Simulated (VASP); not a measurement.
# KMg6Si in VASP: a series of runs

KMg6Si is run at these levels: PBE; tasks: single point.

Program: VASP 6.6.1. These are calculated values, not measurements. Logs are shortened: lines on timing, memory, paths and dates and some standing lists are left out, and cuts for length are marked.

## Step 1: The cell of the first run

It takes space group Amm2 (No. 38, orthorhombic). The conventional cell has a = 4.637 Å, b = 6.299 Å, c = 14.183 Å, α = 90.00°, β = 90.00°, γ = 90.00°. Within 4.4 Å of K (site symmetry mm2) lie 14 Mg at 3.31 to 4.39 Å and 2 Si at 3.40 Å. Within 3.7 Å of Si (site symmetry mm2) lie 8 Mg at 2.85 to 3.35 Å and 2 K at 3.40 Å. Mg (site symmetry mm2) has 10 Mg at 3.24 to 3.93 Å and 2 Si at 3.35 Å and 4 K at 4.14 Å within 4.3 Å. Within 4.0 Å of Mg (site symmetry m) lie 1 Si at 2.85 Å and 8 Mg at 2.97 to 3.93 Å and 2 K at 3.59 Å. Mg (site symmetry mm2) has 8 Mg at 3.06 to 3.46 Å and 2 K at 3.31 Å within 4.0 Å. Mg (site symmetry m) has 2 Si at 2.86 Å and 7 Mg at 2.97 to 3.46 Å and 1 K at 3.38 Å within 3.8 Å.

## Step 2: Single point, PBE

Input file INCAR:

```
SYSTEM = KMg6Si
ALGO = Fast
EDIFF = 1E-6
ENCUT = 520
GGA = PE
ISIF = 2
ISMEAR = -1
LASPH = .TRUE.
LCHARG = .TRUE.
LELF = .TRUE.
LREAL = .FALSE.
LVHAR = .TRUE.
LWAVE = .FALSE.
NBANDS = 22
NELM = 60
PREC = Accurate
SIGMA = 0.05
```

Input file KPOINTS:

```
k-points
0
G
  6 5 5
  0 0 0
```

Input file POSCAR:

```
KMg6Si
1.0
    4.6374240000      0.0000000000      0.0000000000
    0.0000000000      3.1492620000      7.0915360000
    0.0000000000     -3.1492620000      7.0915360000
K Si Mg
1 1 6
Direct
    0.0000000000      0.7877120000      0.7877120000
    0.5000000000      0.6125090000      0.6125090000
    0.5000000000      0.1927440000      0.1927440000
    0.5000000000      0.6983400000      0.1937800000
    0.5000000000      0.1937800000      0.6983400000
    0.0000000000      0.3604030000      0.3604030000
    0.0000000000      0.8302700000      0.3242420000
    0.0000000000      0.3242420000      0.8302700000
```

Potentials or basis: VASP PAW PBE potentials, release 64 (K_sv, Si, Mg).

Run with:

```sh
$ cat potpaw_PBE.64/K_sv/POTCAR potpaw_PBE.64/Si/POTCAR potpaw_PBE.64/Mg/POTCAR > POTCAR
$ mpirun -np 1 vasp_std > vasp.out
```

OUTCAR:

```text
SYSTEM = KMg6Si
   EDIFF = 1E-6
   ENCUT = 520
   GGA = PE
   ISIF = 2
   ISMEAR = -1
   LASPH = .TRUE.
   LREAL = .FALSE.
   NELM = 60
   PREC = Accurate

 ion  position               nearest neighbor table
   1  0.000  0.788  0.788-   6 3.31   6 3.31   7 3.38   8 3.38   2 3.40   2 3.40   5 3.59   4 3.59
                             4 3.59   5 3.59
   2  0.500  0.613  0.613-   4 2.85   5 2.85   7 2.86   8 2.86   7 2.86   8 2.86   3 3.35   3 3.35
                             1 3.40   1 3.40
   3  0.500  0.193  0.193-   7 3.24   8 3.24   7 3.24   8 3.24   6 3.32   6 3.32   2 3.35   2 3.35

   4  0.500  0.698  0.194-   2 2.85   7 2.97   7 2.97   6 3.06   6 3.06   5 3.12   5 3.18   1 3.59
                             1 3.59
   5  0.500  0.194  0.698-   2 2.85   8 2.97   8 2.97   6 3.06   6 3.06   4 3.12   4 3.18   1 3.59
                             1 3.59
   6  0.000  0.360  0.360-   4 3.06   5 3.06   4 3.06   5 3.06   1 3.31   1 3.31   3 3.32   3 3.32
                             8 3.46   7 3.46
   7  0.000  0.830  0.324-   2 2.86   2 2.86   4 2.97   4 2.97   8 3.11   8 3.19   3 3.24   3 3.24
                             1 3.38   6 3.46
   8  0.000  0.324  0.830-   2 2.86   2 2.86   5 2.97   5 2.97   7 3.11   7 3.19   3 3.24   3 3.24
                             1 3.38   6 3.46

  LATTYP: Found a base centered orthorhombic cell.
 ALAT       =     6.2985240000
 B/A-ratio  =     2.2518088365
 C/A-ratio  =     0.7362715455

  Lattice vectors:

 A1 = (   0.0000000000,   3.1492620000,  -7.0915360000)
 A2 = (   0.0000000000,   3.1492620000,   7.0915360000)
 A3 = (   4.6374240000,   0.0000000000,   0.0000000000)

Analysis of symmetry for initial positions (statically):
=====================================================================
 Subroutine PRICEL returns:
 Original cell was already a primitive cell.

 Routine SETGRP: Setting up the symmetry group for a
 base centered orthorhombic supercell.

 Subroutine GETGRP returns: Found  4 space group operations
 (whereof  4 operations were pure point group operations)
 out of a pool of  8 trial point group operations.

The static configuration has the point symmetry C_2v.

Analysis of symmetry for dynamics (positions and initial velocities):
=====================================================================
 Subroutine PRICEL returns:
 Original cell was already a primitive cell.

 Routine SETGRP: Setting up the symmetry group for a
 base centered orthorhombic supercell.

 Subroutine GETGRP returns: Found  4 space group operations
 (whereof  4 operations were pure point group operations)
 out of a pool of  8 trial point group operations.

The dynamic configuration has the point symmetry C_2v.

 Subroutine INISYM returns: Found  4 space group operations
 (whereof  4 operations are pure point group operations),
 and found     1 'primitive' translations

----------------------------------------------------------------------------------------

                                     Primitive cell

  volume of cell :     207.1362

  direct lattice vectors                    reciprocal lattice vectors
     4.637424000  0.000000000  0.000000000     0.215636957  0.000000000  0.000000000
     0.000000000  3.149262000  7.091536000     0.000000000  0.158767356  0.070506587
     0.000000000 -3.149262000  7.091536000     0.000000000 -0.158767356  0.070506587

  length of vectors
     4.637424000  7.759364277  7.759364277     0.215636957  0.173718888  0.173718888

  position of ions in fractional coordinates (direct lattice)
     0.000000000  0.787712000  0.787712000
     0.500000000  0.612509000  0.612509000
     0.500000000  0.192744000  0.192744000
     0.500000000  0.698340000  0.193780000
     0.500000000  0.193780000  0.698340000
     0.000000000  0.360403000  0.360403000
     0.000000000  0.830270000  0.324242000
     0.000000000  0.324242000  0.830270000

  ion indices of the primitive-cell ions
   primitive index   ion index
                 1           1
                 2           2
                 3           3
                 4           4
                 5           5
                 6           6
                 7           7
                 8           8

----------------------------------------------------------------------------------------

 KPOINTS: k-points

Automatic generation of k-mesh.
 Grid dimensions read from file:
 generate k-points for:    6    5    5

 Generating k-lattice:

  Cartesian coordinates                     Fractional coordinates (reciprocal lattice)
     0.035939493  0.000000000  0.000000000     0.166666667  0.000000000  0.000000000
     0.000000000  0.031753471  0.014101317     0.000000000  0.200000000  0.000000000
     0.000000000 -0.031753471  0.014101317     0.000000000  0.000000000  0.200000000

  Length of vectors
     0.035939493  0.034743778  0.034743778

  Shift w.r.t. Gamma in fractional coordinates (k-lattice)
     0.000000000  0.000000000  0.000000000

 Subroutine IBZKPT returns following result:
 ===========================================

 Found     36 irreducible k-points:

 Following reciprocal coordinates:
            Coordinates               Weight
  0.000000  0.000000  0.000000      1.000000
  0.166667  0.000000  0.000000      2.000000
  0.333333  0.000000  0.000000      2.000000
  0.500000  0.000000  0.000000      1.000000
  0.000000  0.200000  0.000000      4.000000
  0.166667  0.200000  0.000000      8.000000
[... 16 lines left out ...]
  0.333333 -0.400000  0.200000      8.000000
  0.500000 -0.400000  0.200000      4.000000
 [... further k-points ...]
   k-points           NKPTS =     36   k-points in BZ     NKDIM =     36   number of bands    NBANDS=     22
   number of dos      NEDOS =    301   number of ions     NIONS =      8
   total plane-waves  NPLWV = 129600
   dimension x,y,z NGX =    36 NGY =   60 NGZ =   60
   dimension x,y,z NGXF=    72 NGYF=  120 NGZF=  120
   ions per type =               1   1   6
   NGX,Y,Z   is equivalent  to a cutoff of  12.91, 12.86, 12.86 a.u.
   NGXF,Y,Z  is equivalent  to a cutoff of  25.81, 25.71, 25.71 a.u.
 SYSTEM =  KMg6Si
   PREC   = accura    normal or accurate (medium, high low for compatibility)
   ISTART =      0    job   : 0-new  1-cont  2-samecut
   ICHARG =      2    charge: 1-file 2-atom 10-const
   ISPIN  =      1    spin polarized calculation?
   LNONCOLLINEAR =      F non collinear calculations
   LSORBIT =      F    spin-orbit coupling
   LASPH  =      T    aspherical Exc in radial PAW
   ENCUT  =  520.0 eV  38.22 Ry    6.18 a.u.   8.62 14.43 14.43*2*pi/ulx,y,z
   NELM   =     60;   NELMIN=  2; NELMDL= -5     # of ELM steps
   EDIFF  = 0.1E-05   stopping-criterion for ELM
   LREAL  =      F    real-space projection
   EDIFFG = 0.1E-04   stopping-criterion for IOM
   NSW    =      0    number of steps for IOM
   IBRION =     -1    ionic relax: 0-MD 1-quasi-New 2-CG
   NFREE  =      0    steps in history (QN), initial steepest desc. (CG)
   ISIF   =      2    stress and relaxation
   ISYM   =      2    0-nonsym 1-usesym 2-fastsym
   POTIM  = 0.5000    time-step for ionic-motion
   TEBEG  =    0.0;   TEEND  =   0.0 temperature during run
   PSTRESS=    0.0 pullay stress
   NELECT =      25.0000    total number of electrons
   NUPDOWN=      -1.0000    fix difference up-down
   EMIN   =  10.00;   EMAX   =-10.00  energy-range for DOS
   EFERMI =   0.00;   METHOD = LEGACY
   ISMEAR =    -1;   SIGMA  =   0.05  broadening in eV -4-tet -1-fermi 0-gaus
   EFERMI_NEDOS =   21; number of points for ismear=-14 and -15
   IALGO  =     68    algorithm
   IMIX   =      4    mixing-type and parameters
     AMIX     =   0.40;   BMIX     =  1.00
     AMIX_MAG =   1.60;   BMIX_MAG =  1.00
  volume/ion in A,a.u.               =      25.89       174.73
  Fermi-wavevector in a.u.,A,eV,Ry     =   0.809039  1.528862  8.905616  0.654544
  Thomas-Fermi vector in A             =   1.917956
   LORBIT       =      0    0 simple, 1 ext, 2 COOP (PROOUT), +10 PAW based schemes
   GGA     = PE    functional components
   LHFCALC =     F    Hartree Fock is set to
   AEXX    =    0.0000 exact exchange contribution
   IVDW    =     0    specifies the selected vdW correction
   LEPSILON=     F    determine dielectric tensor
   LRPA    =     F    only Hartree local field effects (RPA)
 non-spin polarized calculation
 RMM-DIIS sequential band-by-band and
  energy-cutoff  :      520.00
  volume of cell :      207.14
 maximum number of plane-waves:      5603
 NGX is ok and might be reduce to    36
   NGX = 17   NGY = 29   NGZ = 29

 number of electron      25.0000000 magnetization

 Free energy of the ion-electron system (eV)
  ---------------------------------------------------
  ext. energy  EPLUGINS =         0.00000000
  ---------------------------------------------------
  free energy    TOTEN  =       -14.22386169 eV

  energy without entropy =      -14.19681546  energy(sigma->0) =      -14.21033857

 E-fermi :   2.3320     XC(G=0):  -8.2303

 val. band max:        2.3181740296   @ k =   0.0000   0.4000   0.2000
 cond. band min:       2.3651562020   @ k =   0.5000   0.4000   0.2000
 fundamental gap:      0.0469821724
 Fermi energy:         2.3319594833

 k-point     1 :       0.0000    0.0000    0.0000
  band No.  band energies     occupation
      1     -28.4096      2.00000
      2     -12.0323      2.00000
      3     -11.9782      2.00000
      4     -11.8960      2.00000
      5      -5.7972      2.00000
      6      -2.2674      2.00000
[... 14 lines left out ...]
     21       5.8934      0.00000
     22       6.1571      0.00000

 k-point     2 :       0.1667    0.0000    0.0000
  band No.  band energies     occupation
      1     -28.4091      2.00000
      2     -12.0307      2.00000
      3     -11.9753      2.00000
      4     -11.9107      2.00000
      5      -5.6635      2.00000
      6      -2.1716      2.00000
[... 14 lines left out ...]
     21       5.9310      0.00000
     22       6.3960      0.00000

 k-point     3 :       0.3333    0.0000    0.0000
  band No.  band energies     occupation
      1     -28.4082      2.00000
      2     -12.0274      2.00000
      3     -11.9694      2.00000
      4     -11.9400      2.00000
      5      -5.3319      2.00000
      6      -2.2064      2.00000
[... 14 lines left out ...]
     21       6.6058      0.00000
     22       6.9735      0.00000

 k-point     4 :       0.5000    0.0000    0.0000
  band No.  band energies     occupation
      1     -28.4077      2.00000
      2     -12.0258      2.00000
      3     -11.9664      2.00000
      4     -11.9546      2.00000
      5      -5.1094      2.00000
      6      -2.5226      2.00000
[... 14 lines left out ...]
     21       6.8254      0.00000
     22       7.3892      0.00000

 k-point     5 :       0.0000    0.2000    0.0000
  band No.  band energies     occupation
      1     -28.4095      2.00000
      2     -12.0341      2.00000
      3     -11.9782      2.00000
      4     -11.8959      2.00000
      5      -5.7287      2.00000
      6      -2.4648      2.00000
[... 417 lines left out ...]
 k-point    22 :       0.1667   -0.4000    0.2000
  band No.  band energies     occupation
      1     -28.4091      2.00000
      2     -12.0351      2.00000
      3     -11.9755      2.00000
      4     -11.9105      2.00000
      5      -5.4690      2.00000
      6      -2.6360      2.00000
[... 14 lines left out ...]
     21       6.1644      0.00000
     22       6.4300      0.00000

 k-point    23 :       0.3333   -0.4000    0.2000
  band No.  band energies     occupation
      1     -28.4081      2.00000
      2     -12.0314      2.00000
      3     -11.9695      2.00000
      4     -11.9395      2.00000
      5      -5.1845      2.00000
      6      -2.1106      2.00000
[... 14 lines left out ...]
     21       6.1077      0.00000
     22       6.5767      0.00000

 k-point    24 :       0.5000   -0.4000    0.2000
  band No.  band energies     occupation
      1     -28.4077      2.00000
      2     -12.0296      2.00000
      3     -11.9664      2.00000
      4     -11.9539      2.00000
      5      -5.0027      2.00000
      6      -1.9664      2.00000
[... 14 lines left out ...]
     21       6.0247      0.00000
     22       6.5351      0.00000

 [... further k-points ...]

------------------------ aborting loop because EDIFF is reached ----------------------------------------

  FORCE on cell =-STRESS in cart. coord.  units (eV):
  Direction    XX          YY          ZZ          XY          YZ          ZX
  --------------------------------------------------------------------------------------
  -------------------------------------------------------------------------------------
  Total        0.0232553     -0.3822866      0.2173012      0.0000000      0.0000000      0.0000000
  in kB        0.1798778     -2.9569484      1.6808030      0.0000000      0.0000000      0.0000000
  external PRESSURE =      -0.3654226 kB  Pullay stress =       0.0000000 kB

 VOLUME and BASIS-vectors are now :
 -----------------------------------------------------------------------------
  energy-cutoff  :      520.00
  volume of cell :      207.14
      direct lattice vectors                 reciprocal lattice vectors
     4.637424000  0.000000000  0.000000000     0.215636957  0.000000000  0.000000000
     0.000000000  3.149262000  7.091536000     0.000000000  0.158767356  0.070506587
     0.000000000 -3.149262000  7.091536000     0.000000000 -0.158767356  0.070506587

 POSITION                                       TOTAL-FORCE (eV/Angst)
 -----------------------------------------------------------------------------------
      0.00000      0.00000     11.17218         0.000000      0.000000      0.013596
      2.31871      0.00000      8.68726         0.000000      0.000000     -0.079083
      2.31871      0.00000      2.73370         0.000000      0.000000      0.085117
      2.31871      1.58899      6.32650         0.000000      0.011015     -0.011949
      2.31871     -1.58899      6.32650         0.000000     -0.011015     -0.011949
      0.00000      0.00000      5.11162         0.000000      0.000000     -0.025040
      0.00000      1.59361      8.18726         0.000000      0.027228      0.014653
      0.00000     -1.59361      8.18726         0.000000     -0.027228      0.014653
 -----------------------------------------------------------------------------------
    total drift:                               -0.000000      0.000000     -0.000915

  FREE ENERGIE OF THE ION-ELECTRON SYSTEM (eV)
  ---------------------------------------------------
  free  energy   TOTEN  =       -14.2238616916 eV

  energy  without entropy=      -14.1968154582  energy(sigma->0) =      -14.21033857
```

Wall time 5.8 min (1 thread of Oxide Virtual Turin-like, shared host); peak memory 0.4 GiB.

Results:

- Free energy: -14.2239 eV
- Pressure: 0.0 GPa
- Largest force: 0.085 eV/Å
- Band gap on the k mesh: zero (an odd number of electrons rules out a gap without spin polarisation)

Forces in eV/Å, atoms in the order of the input:
```
K    0.000  0.000  0.014
Si   0.000  0.000 -0.079
Mg   0.000  0.000  0.085
Mg   0.000  0.011 -0.012
Mg   0.000 -0.011 -0.012
Mg   0.000  0.000 -0.025
Mg   0.000  0.027  0.015
Mg   0.000 -0.027  0.015
```

## Step 3: Single point, PBE (atoms moved at random)

Input file INCAR:

```
SYSTEM = KMg6Si
ALGO     = Fast           ! electronic algorithm
EDIFF    = 1E-6           ! SCF threshold, eV
ENCUT    = 520            ! plane-wave cutoff, eV
GGA      = PE             ! functional
ISIF     = 2              ! what is computed and relaxed
ISMEAR   = -1             ! smearing method
LASPH    = .True.         ! aspherical terms in the spheres
LCHARG   = .True.         ! write CHGCAR
LELF     = .True.         ! ELF
LREAL    = .False.        ! projectors in reciprocal space
LVHAR    = .True.       
LWAVE    = .False.        ! write WAVECAR
NBANDS   = 22             ! bands
NELM     = 100            ! most SCF steps
PREC     = Accurate       ! precision mode
SIGMA    = 0.05           ! smearing width, eV
```

Input file KPOINTS:

```
k-points
0
Gamma
  6 5 5
  0 0 0
```

Input file POSCAR:

```
KMg6Si
1.0
    4.6374240000      0.0000000000      0.0000000000
    0.0000000000      3.1492620000      7.0915360000
    0.0000000000     -3.1492620000      7.0915360000
K Si Mg
1 1 6
Direct
    0.0121330000      0.7871130000      0.7817510000
    0.4990350000      0.6111560000      0.6184640000
    0.5089330000      0.2033550000      0.1844640000
    0.5055840000      0.6937650000      0.1966350000
    0.5044510000      0.1887160000      0.6981930000
    0.0044550000      0.3552170000      0.3630870000
    0.0023580000      0.8280780000      0.3264820000
   -0.0014790000      0.3262560000      0.8253760000
```

Potentials or basis: VASP PAW PBE potentials, release 64 (K_sv, Si, Mg).

Run with:

```sh
$ cat potpaw_PBE.64/K_sv/POTCAR potpaw_PBE.64/Si/POTCAR potpaw_PBE.64/Mg/POTCAR > POTCAR
$ mpirun -np 1 vasp_std > vasp.out
```

Wall time 12 min (1 thread of Oxide Virtual Turin-like, shared host); peak memory 0.55 GiB.

The run converged. Its results:

| Quantity | Value |
| --- | --- |
| Free energy | -14.2064 eV |
| Pressure | -0.1 GPa |
| Largest force | 0.256 eV/Å |
| Band gap on the k mesh | zero (an odd number of electrons rules out a gap without spin polarisation) |

Forces in eV/Å, atoms in the order of the input:
```
K   -0.068 -0.093  0.171
Si   0.079 -0.006 -0.243
Mg  -0.060 -0.009  0.052
Mg  -0.019  0.008 -0.004
Mg  -0.032 -0.007  0.071
Mg   0.009  0.093 -0.014
Mg   0.016  0.114 -0.005
Mg   0.074 -0.100 -0.028
```

Stress tensor (GPa, compression positive):
```
 0.04 -0.01  0.06
-0.01 -0.44  0.11
 0.06  0.11  0.10
```

Levels at points of the mesh, in eV from the Fermi level:
| k point | band 9 | band 10 | band 11 | band 12 | band 13 | band 14 | band 15 | band 16 | band 17 | band 18 |
| --- | --- | --- | --- | --- | --- | --- | --- | --- | --- | --- |
| (0.00, 0.00, 0.00) | -2.61 | -1.41 | -1.12 | -1.09 | 0.26 | 1.37 | 2.15 | 2.78 | 2.94 | 2.99 |
| (0.50, 0.00, 0.00) | -2.08 | -2.07 | -1.36 | -1.06 | -0.63 | -0.57 | 0.13 | 0.15 | 1.01 | 2.17 |

Caveat: the cell differs from its parent crystal (atoms moved at random).

The gap in the log of VASP goes by the Fermi energy; the results here count the filled bands.